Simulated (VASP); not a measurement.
Set up this calculation in VASP 6.6.1, as the native input.

```yaml
Task: single point
Functional: PBEsol
Potentials_or_basis: VASP PAW PBE potentials, release 64 (Cu)
Cutoff: 520 eV
k_mesh: 24 × 24 × 24
Occupations: gaussian, width 0.15 eV
Spin: no spin polarisation
Dipole_correction: no
Further_INCAR_settings: ALGO = Normal; EDIFF = 1e-06; NBANDS = 12
```

The structure of Cu lies in POSCAR:

```
Cu
1.0
   -1.4427933200      1.4290325055      1.3616535168
    1.4427933200     -1.4565541345      1.3905093832
    1.4427933200      1.4565541345     -1.3905093832
Cu
1
Direct
    0.0000000000      0.0000000000      0.0000000000
```

This cell differs from its parent crystal: strain -0.0200 x Voigt [0, 0, 0, 1, 0, 0].

One way to write it, as run:

INCAR

```
SYSTEM = Cu
PREC = Accurate
ENCUT = 520
EDIFF = 1E-6
ISMEAR = 0
SIGMA = 0.15
LREAL = .FALSE.
LASPH = .TRUE.
NELM = 100
ALGO = Normal
ISIF = 2
LWAVE = .FALSE.
LCHARG = .TRUE.
GGA = PS
LELF = .TRUE.
LVHAR = .TRUE.
NBANDS = 12
```

KPOINTS

```
Automatic mesh
0
G
  24 24 24
  0 0 0
```

Potentials or basis: VASP PAW PBE potentials, release 64 (Cu).

Command:

```console
$ cat potpaw_PBE.64/Cu/POTCAR > POTCAR
$ mpirun -np 1 vasp_std > vasp.out
```

It gave:

The pressure is -0.6 GPa.

Caveat: the cell differs from its parent crystal (strain -0.0200 x Voigt [0, 0, 0, 1, 0, 0]); the PAW data sets were made with another functional, which shifts forces and pressure a little.

Wall time 2.2 min on 1 thread of Intel(R) Xeon(R) 6975P-C (Granite Rapids), on a shared host, peak memory 0.55 GiB.
